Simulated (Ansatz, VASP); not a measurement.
One calculation of AlN, two programs

INCAR

```
PREC = Accurate
ENCUT = 520
EDIFF = 1E-7
ISMEAR = 0
SIGMA = 0.05
LREAL = F
LASPH = T
NELM = 100
ALGO = Normal
ISIF = 2
LWAVE = F
LCHARG = F
GGA = PS
NBANDS = 16
```

Contents of KPOINTS:

```
regular mesh
0
Gamma
  12 12 6
```

POSCAR

```
AlN
1.0
    3.4964919247      0.0000000000      0.0000000000
   -1.7482459623      3.0280508309      0.0000000000
    0.0000000000      0.0000000000      3.7575719424
Al N
2 2
Direct
    0.3333333333      0.6666666667      0.7500000000
    0.6666666667      0.3333333333      0.2500000000
    0.3333333333      0.6666666667      0.2500000000
    0.6666666667      0.3333333333      0.7500000000
```

Input for Ansatz:

```yaml
crystal:
  lattice:
    - [3.4964919247, 0.0, 0.0]
    - [-1.7482459623, 3.0280508309, 0.0]
    - [0.0, 0.0, 3.7575719424]
  atoms:
    - { symbol: Al, position: [0.3333333333, 0.6666666667, 0.75] }
    - { symbol: Al, position: [0.6666666667, 0.3333333333, 0.25] }
    - { symbol: "N", position: [0.3333333333, 0.6666666667, 0.25] }
    - { symbol: "N", position: [0.6666666667, 0.3333333333, 0.75] }
basis:
  ecutwfc: 420
kpoints:
  mp_grid: { grid: [12, 12, 6] }
hamiltonian:
  xc: pbesol
scf:
  occupations: { method: gaussian, width: 0.05 }
output:
  forces: true
  stress: true
  eigenvalues: true
```

Alike in both runs: task single point; functional PBEsol; k mesh 12 × 12 × 6; occupations gaussian, width 0.05 eV; no spin polarisation.

```csv
,VASP,Ansatz
version,VASP 6.6.1,Ansatz 0.2.0
potentials or method,"VASP PAW PBE potentials, release 64 (Al, N), cutoff 520 eV","scalar-relativistic, plane waves, PAW"
valence electrons in the cell,16,16
```

Ansatz gave:

```
gap on the k mesh at the Fermi level (eV)                     : 3.49
least direct gap on the mesh (eV)                             : 3.66
pressure (GPa)                                                : 2.2
traceless stress, the component that is largest in VASP (GPa) : 25.35
```

Q: Estimate VASP's values.

A: gap on the k mesh at the Fermi level (eV): 3.49; least direct gap on the mesh (eV): 3.67; pressure (GPa): 2.2; traceless stress, the component that is largest in VASP (GPa): 25.61.

VASP's potentials were made for PBE, not for PBEsol. The functional is the same, so the differences come from potentials, cutoffs and numerics.
